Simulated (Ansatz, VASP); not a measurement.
BaTiO3: VASP beside Ansatz

POSCAR

```
BaTiO3
1.0
    3.9939696187      0.0000000000      0.0000000000
    0.0000000000      3.9939696187      0.0000000000
    0.0000000000      0.0000000000      3.9941038410
Ba Ti O
1 1 3
Direct
    0.0000000000      0.0000000000      0.0000000000
    0.4783166752      0.4783166752      0.4783174039
    0.5000000000      0.5000000000      0.0000000000
    0.5000000000      0.0000000000      0.5000000000
    0.0000000000      0.5000000000      0.5000000000
```

INCAR.step1

```
PREC     = Accurate       # precision mode
ENCUT    = 520            # plane-wave cutoff, eV
ISMEAR   = 0              # smearing method
SIGMA    = 0.05           # smearing width, eV
LREAL    = False          # projectors in reciprocal space
LASPH    = True           # aspherical terms in the spheres
NELM     = 60             # most SCF steps
NBANDS   = 28             # bands
GGA      = PE             # functional
ALGO     = Normal         # electronic algorithm
EDIFF    = 1E-4           # SCF threshold, eV
LWAVE    = True           # write WAVECAR
LCHARG   = False          # write CHGCAR
```

File INCAR.step2:

```
PREC     = Accurate       # precision mode
ENCUT    = 520            # plane-wave cutoff, eV
EDIFF    = 1E-6           # SCF threshold, eV
ISMEAR   = 0              # smearing method
SIGMA    = 0.05           # smearing width, eV
LREAL    = False          # projectors in reciprocal space
LASPH    = True           # aspherical terms in the spheres
NELM     = 60             # most SCF steps
ALGO     = Normal         # electronic algorithm
ISIF     = 2              # what is computed and relaxed
LWAVE    = False          # write WAVECAR
LCHARG   = False          # write CHGCAR
METAGGA  = R2SCAN         # meta-GGA
LMIXTAU  = True         
NBANDS   = 28             # bands
ISTART   = 1
```

File KPOINTS:

```
regular mesh
0
Gamma
  8 8 8
```

Input for Ansatz:

```yaml
crystal:
  lattice:
    - [3.9939696187, 0.0, 0.0]
    - [0.0, 3.9939696187, 0.0]
    - [0.0, 0.0, 3.994103841]
  atoms:
    - { symbol: Ba, position: [0.0, 0.0, 0.0] }
    - { symbol: Ti, position: [0.4783166752, 0.4783166752, 0.4783174039] }
    - { symbol: O, position: [0.5, 0.5, 0.0] }
    - { symbol: O, position: [0.5, 0.0, 0.5] }
    - { symbol: O, position: [0.0, 0.5, 0.5] }
basis:
  ecutwfc: 500
kpoints:
  mp_grid: { grid: [8, 8, 8] }
hamiltonian:
  xc: r2scan
scf:
  occupations: { method: gaussian, width: 0.05 }
output:
  forces: true
  stress: true
  eigenvalues: true
```

Alike in both runs: task single point; functional r2SCAN; k mesh 8 × 8 × 8; occupations gaussian, width 0.05 eV; no spin polarisation.

```csv
,VASP,Ansatz
version,VASP 6.6.1,Ansatz 0.2.0
potentials or method,"VASP PAW PBE potentials, release 64 (Ba_sv, Ti_sv, O), cutoff 520 eV","scalar-relativistic, plane waves, PAW"
valence electrons in the cell,40,40
```

Ansatz gave:

* gap on the k mesh at the Fermi level (eV): 2.51
* least direct gap on the mesh (eV): 2.77
* pressure (GPa): 1.3
* traceless stress, the component that is largest in VASP (GPa): 0.43
* rms of the force components (eV/Å): 0.235

Problem. What did VASP give for the same quantities?

Solution. gap on the k mesh at the Fermi level (eV): 2.48; least direct gap on the mesh (eV): 2.78; pressure (GPa): 3.3; traceless stress, the component that is largest in VASP (GPa): 0.40; rms of the force components (eV/Å): 0.228.

VASP's potentials were made for PBE, not for r2SCAN. Atom by atom the forces differ by 0.045 eV/Å (rms over components). Ansatz's warnings: near symmetry operations not taken.

Neither program's run includes spin-orbit coupling.
